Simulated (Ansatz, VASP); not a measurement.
**One calculation of HgTe, two programs**

The input INCAR:

```
SYSTEM = HgTe
PREC     = Accurate       ! precision mode
ENCUT    = 520            ! plane-wave cutoff, eV
EDIFF    = 1E-8           ! SCF threshold, eV
ISMEAR   = -1             ! smearing method
SIGMA    = 0.03           ! smearing width, eV
LREAL    = .False.        ! projectors in reciprocal space
LASPH    = .True.         ! aspherical terms in the spheres
NELM     = 60             ! most SCF steps
ALGO     = Normal         ! electronic algorithm
ISIF     = 2              ! what is computed and relaxed
LWAVE    = .False.        ! write WAVECAR
LCHARG   = .False.        ! write CHGCAR
GGA      = PE             ! functional
LEFG     = .True.       
NBANDS   = 16             ! bands
```

KPOINTS

```
regular mesh
0
Gamma
  11 11 11
  0 0 0
```

File POSCAR:

```
HgTe
1.0
    0.0000000000      3.3202050000      3.2235000000
    3.3202050000      0.0000000000      3.2235000000
    3.3202050000      3.3202050000      0.0000000000
Hg Te
1 1
Direct
    0.0000000000      0.0000000000      0.0000000000
    0.7500000000      0.7500000000      0.7500000000
```

Input for Ansatz:

```yaml
crystal:
  lattice:
    - [0.0, 3.320205, 3.2235]
    - [3.320205, 0.0, 3.2235]
    - [3.320205, 3.320205, 0.0]
  atoms:
    - { symbol: Hg, position: [0.0, 0.0, 0.0] }
    - { symbol: Te, position: [0.75, 0.75, 0.75] }
kpoints:
  mp_grid: { grid: [11, 11, 11] }
scf:
  occupations: { method: fermi_dirac, width: 0.03 }
hamiltonian:
  xc: pbe
  pseudopotentials: { kind: all_electron, datasets: crystal }
output:
  forces: true
  stress: true
  eigenvalues: true
  efg: { contact_densities: true }
```

Change from the starting cell: equal xx and yy strain of +3 %, crystal datasets.

Alike in both runs: task electric field gradients; functional PBE; k mesh 11 × 11 × 11; occupations fermi-dirac, width 0.03 eV; no spin polarisation.

```csv
,VASP,Ansatz
version,VASP 6.6.1,Ansatz 0.2.0
potentials or method,"VASP PAW PBE potentials, release 64 (Hg, Te), cutoff 520 eV","all-electron PAW with datasets made for the crystal, scalar-relativistic"
```

|  | VASP | Ansatz | Ansatz less VASP |
| --- | --- | --- | --- |
| pressure (GPa) | 1.3 | 1.3 | -0.05 |
| traceless stress, the component that is largest in VASP (GPa) | 0.26 | 0.26 | 0.000 |
| size of Vzz on the site where it differs most (V/Å²) | 18.2 | 15.9 | -2.26 |

Ansatz ran all-electron here, and VASP with PAW potentials.

Spin-orbit coupling is off throughout.
